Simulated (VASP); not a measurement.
A run of VASP 6.6.1 is set up as follows.

INCAR

```
SYSTEM = Cd
  PREC = Accurate
  ENCUT = 520
  EDIFF = 1E-7
  ISMEAR = -1
  SIGMA = 0.08
  LREAL = .False.
  LASPH = .True.
  NELM = 60
  ALGO = Normal
  ISIF = 2
  LWAVE = .False.
  LCHARG = .False.
  GGA = PE
  NBANDS = 12
```

The input KPOINTS:

```
Automatic mesh
0
Gamma
  14 14 14
  0 0 0
```

The input POSCAR:

```
Cd
1.0
    2.7223941798      0.0000000000      0.0000000000
    0.0000000000      2.7223941798      0.0000000000
    0.0000000000      0.0000000000      2.7223941798
Cd
1
Direct
    0.0000000000      0.0000000000      0.0000000000
```

Potentials or basis: VASP PAW PBE potentials, release 64 (Cd).

Launch:

```sh
$ cat potpaw_PBE.64/Cd/POTCAR > POTCAR
$ mpirun -np 1 vasp_std > vasp.out
```

(1) Estimate the band gap on the k mesh.

(2) What does it give for the pressure?

Results:

(1) zero (bands 6 and 7 overlap by 7.90 eV).

(2) 20.6 GPa.

Caveat: the cell stands under pressure.
